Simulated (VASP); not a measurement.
Here is a VASP 6.6.1 calculation.

The input INCAR:

```
SYSTEM = Si3N4
ALGO = Normal
EDIFF = 1E-6
ENCUT = 520
GGA = PE
ISIF = 2
ISMEAR = -1
LASPH = .True.
LCHARG = .False.
LREAL = .False.
LWAVE = .False.
NBANDS = 25
NELM = 100
PREC = Accurate
SIGMA = 0.05
```

File KPOINTS:

```
k-points
0
Gamma
  3 3 3
  0 0 0
```

POSCAR

```
Si3N4
1.0
    4.1307800000      0.0000000000      0.0000000000
    0.0000000000      4.1307800000      0.0000000000
    0.0000000000      0.0000000000      4.1307800000
Si N
3 4
Direct
    0.0000000000      0.0000000000      0.5000000000
    0.5000000000      0.0000000000      0.0000000000
    0.0000000000      0.5000000000      0.0000000000
    0.2395200000      0.2395200000      0.7604800000
    0.7604800000      0.7604800000      0.7604800000
    0.2395200000      0.7604800000      0.2395200000
    0.7604800000      0.2395200000      0.2395200000
```

Potentials or basis: VASP PAW PBE potentials, release 64 (Si, N).

Command:

```sh
$ cat potpaw_PBE.64/Si/POTCAR potpaw_PBE.64/N/POTCAR > POTCAR
$ mpirun -np 1 vasp_std > vasp.out
```

**Question.** What does it give for the band gap on the k mesh?

**Answer.** 2.83 eV (least direct gap 2.92 eV).

**Question.** Estimate the largest force.

**Answer.** 0.025 eV/Å.

**Question.** Estimate the pressure.

**Answer.** -0.2 GPa.

Forces in eV/Å, atoms in the order of the input:
```
Si   0.000  0.000  0.000
Si   0.000  0.000  0.000
Si   0.000  0.000  0.000
N   -0.014 -0.014  0.014
N    0.014  0.014  0.014
N   -0.014  0.014 -0.014
N    0.014 -0.014 -0.014
```

Caveat: the k points lie up to 0.51 Å⁻¹ apart; an odd mesh through Γ misses points on the zone boundary, where band edges can lie.
